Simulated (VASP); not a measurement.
**MgO: electric field gradients with r2SCAN**

Crystal: MgO.

```
Mg O
1.0
     0.00000    2.13515    2.13515
     2.13515    0.00000    2.13515
     2.13515    2.13515    0.00000
Mg O
1 1
Direct
  0.00000 0.00000 0.00000
  0.50000 0.50000 0.50000
```

```
Program                : VASP 6.6.1
Task                   : electric field gradients
Functional             : r2SCAN
Potentials or basis    : VASP PAW PBE potentials, release 64 (Mg, O)
Cutoff                 : 580 eV
k mesh                 : 10 × 10 × 10
Occupations            : fermi-dirac, width 0.01 eV
Spin                   : no spin polarisation
Dipole correction      : no
Further INCAR settings : ALGO = Normal; EDIFF = 1e-08; NBANDS = 11
```

```yaml
Pressure: -8.3 GPa
Band_gap_on_the_k_mesh: 5.20 eV, direct
```

Levels at points of the mesh, in eV from the valence-band top:
```
           k point  band 2  band 3  band 4  band 5  band 6  band 7
(0.00, 0.00, 0.00)    0.00    0.00    0.00    5.20   16.59   16.59
(0.50, 0.00, 0.00)   -4.43   -0.63   -0.63    8.53   13.32   16.99
(0.50, 0.50, 0.00)   -3.93   -1.32   -1.32    9.97   10.60   13.83
```

Wall time 70 s on 1 thread of AMD EPYC 7R13, with other jobs on the host, peak memory 0.12 GiB.

Caveat: without QUAD_EFG the Cq values of the log hold for a quadrupole moment of 1 mb, not for the nuclei; the PAW data sets were made with another functional, which shifts forces and pressure a little. r2SCAN opens gaps a little over a GGA but as a rule still falls short of measured ones.
